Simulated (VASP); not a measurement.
Wanted: the native input for a VASP 6.6.1 run.

* Task: single point
* Functional: PBE
* Dispersion: D3(BJ)
* Potentials or basis: VASP PAW PBE potentials, release 64 (Sn_d, S)
* Cutoff: 500 eV
* k mesh: 6 × 6 × 4
* Occupations: fermi-dirac, width 0.1 eV
* Spin: no spin polarisation
* Dipole correction: no
* Further INCAR settings: ALGO = Normal; EDIFF = 1e-06; NBANDS = 20

The structure of SnS2 (Berndtite-2T) lies in POSCAR:

```
SnS2
1.0
    3.6702547176      0.0000000000      0.0000000000
   -1.8351273588      3.1785338238      0.0000000000
    0.0000000000      0.0000000000      5.8037586028
Sn S
1 2
Direct
    0.0000000000      0.0000000000      0.0000000000
    0.3333333333      0.6666666667      0.2545120041
    0.6666666667      0.3333333333      0.7454879959
```

These files were run (other wordings do the same):

INCAR

```
  ALGO = Normal
  EDIFF = 1E-6
  ENCUT = 500
  GGA = PE
  GGA_COMPAT = False
  ISIF = 2
  ISMEAR = -1
  IVDW = 12
  LASPH = True
  LCHARG = False
  LREAL = False
  LWAVE = False
  NBANDS = 20
  NELM = 120
  PREC = Accurate
  SIGMA = 0.1
```

KPOINTS

```
k-points
0
Gamma
  6 6 4
```

Potentials or basis: VASP PAW PBE potentials, release 64 (Sn_d, S).

Command:

```bash
$ cat potpaw_PBE.64/Sn_d/POTCAR potpaw_PBE.64/S/POTCAR > POTCAR
$ mpirun -np 1 vasp_std > vasp.out
```

Results of the run:

- Pressure: -0.1 GPa
- Largest force: 0.004 eV/Å
- Band gap on the k mesh: 1.33 eV, indirect (least direct gap 1.73 eV)
- Dispersion energy per atom: -0.328 eV

Caveat: spin-orbit coupling is left out, which moves the levels of the heavy elements.

It took 12 s on 1 thread of Intel(R) Xeon(R) 6975P-C (Granite Rapids), on a shared host, peak memory 0.18 GiB.
